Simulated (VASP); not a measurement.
# MgO: single point with r2SCAN

The system is MgO.

```
Mg O
1.0
     0.00000    2.13515    2.13515
     2.13515    0.00000    2.13515
     2.13515    2.13515    0.00000
Mg O
1 1
Direct
  0.01464 0.98536 0.01464
  0.50000 0.50000 0.50000
```

This cell differs from its parent crystal: all Mg atoms moved +0.062 Å, as atom 1 along Cartesian [0 1 0].

| Item | Value |
| --- | --- |
| Program | VASP 6.6.1 |
| Task | single point |
| Functional | r2SCAN |
| Potentials or basis | VASP PAW PBE potentials, release 64 (Mg, O) |
| Cutoff | 520 eV |
| k mesh | 10 × 10 × 10 |
| Occupations | gaussian, width 0.05 eV |
| Spin | no spin polarisation |
| Dipole correction | no |
| Further INCAR settings | ALGO = Normal; EDIFF = 1e-06; NBANDS = 11 |

The pressure is -7.8 GPa, the largest force is 0.289 eV/Å and the band gap on the k mesh is 5.20 eV, direct.

Forces in eV/Å, atoms in the order of the input:
```
Mg   0.000 -0.289  0.000
O    0.000  0.289  0.000
```

Stress tensor (GPa, compression positive):
```
-8.25  0.00  0.00
 0.00 -7.03  0.00
 0.00  0.00 -8.25
```

Levels at points of the mesh, in eV from the valence-band top:
```tsv
k point	band 2	band 3	band 4	band 5	band 6	band 7
(0.00, 0.00, 0.00)	-0.01	0.00	0.00	5.20	16.60	16.61
(0.50, 0.00, 0.00)	-4.43	-0.63	-0.62	8.53	13.30	16.99
(0.50, 0.50, 0.00)	-3.93	-1.32	-1.32	9.98	10.59	13.84
(0.50, 0.00, 0.50)	-3.93	-1.31	-1.31	9.97	10.58	13.84
```

Wall time 24 s on 1 thread of Intel(R) Xeon(R) 6975P-C (Granite Rapids), on a shared host, peak memory 0.16 GiB.

Caveat: the cell differs from its parent crystal (all Mg atoms moved +0.062 Å, as atom 1 along Cartesian [0 1 0]); the PAW data sets were made with another functional, which shifts forces and pressure a little.
